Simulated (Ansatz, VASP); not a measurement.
HfN in VASP and in Ansatz

File INCAR:

```
  ALGO = Normal
  EDIFF = 1E-6
  ENCUT = 600
  GGA = PE
  GGA_COMPAT = F
  ISIF = 2
  ISMEAR = 0
  IVDW = 12
  LASPH = T
  LCHARG = T
  LELF = T
  LREAL = F
  LVHAR = T
  LWAVE = F
  NBANDS = 14
  NELM = 120
  PREC = Accurate
  SIGMA = 0.1
```

The input KPOINTS:

```
k-points
0
Gamma
  8 8 8
```

POSCAR

```
HfN
1.0
    0.0000000000      2.2590000000      2.2590000000
    2.2590000000      0.0000000000      2.2590000000
    2.2590000000      2.2590000000      0.0000000000
Hf N
1 1
Direct
    0.0000000000      0.0000000000      0.0000000000
    0.5000000000      0.5000000000      0.5000000000
```

Input for Ansatz:

```yaml
crystal:
  lattice:
    - [0.0, 2.259, 2.259]
    - [2.259, 0.0, 2.259]
    - [2.259, 2.259, 0.0]
  atoms:
    - { symbol: Hf, position: [0.0, 0.0, 0.0] }
    - { symbol: "N", position: [0.5, 0.5, 0.5] }
basis:
  ecutwfc: 420
kpoints:
  mp_grid: { grid: [8, 8, 8] }
hamiltonian:
  xc: pbe
  dispersion: d3bj
scf:
  occupations: { method: gaussian, width: 0.1 }
output:
  forces: true
  stress: true
  eigenvalues: true
```

Alike in both runs: task single point; functional PBE; dispersion D3(BJ); k mesh 8 × 8 × 8; occupations gaussian, width 0.1 eV; no spin polarisation.

|  | VASP | Ansatz |
| --- | --- | --- |
| version | VASP 6.6.1 | Ansatz 0.2.0 |
| potentials or method | VASP PAW PBE potentials, release 64 (Hf_pv, N), cutoff 600 eV | scalar-relativistic, plane waves, PAW |
| valence electrons in the cell | 15 | 31 |

|  | VASP | Ansatz | Ansatz less VASP |
| --- | --- | --- | --- |
| gap on the k mesh at the Fermi level (eV) | none | none | - |
| pressure (GPa) | -2.5 | 0.0 | +2.52 |

A gap of «none» marks a metal or a gap that the smearing closes. VASP's potentials hold 15 valence electrons a cell and Ansatz's 31, so a difference there can come from the potentials and not from the codes.

Neither program's run includes spin-orbit coupling.
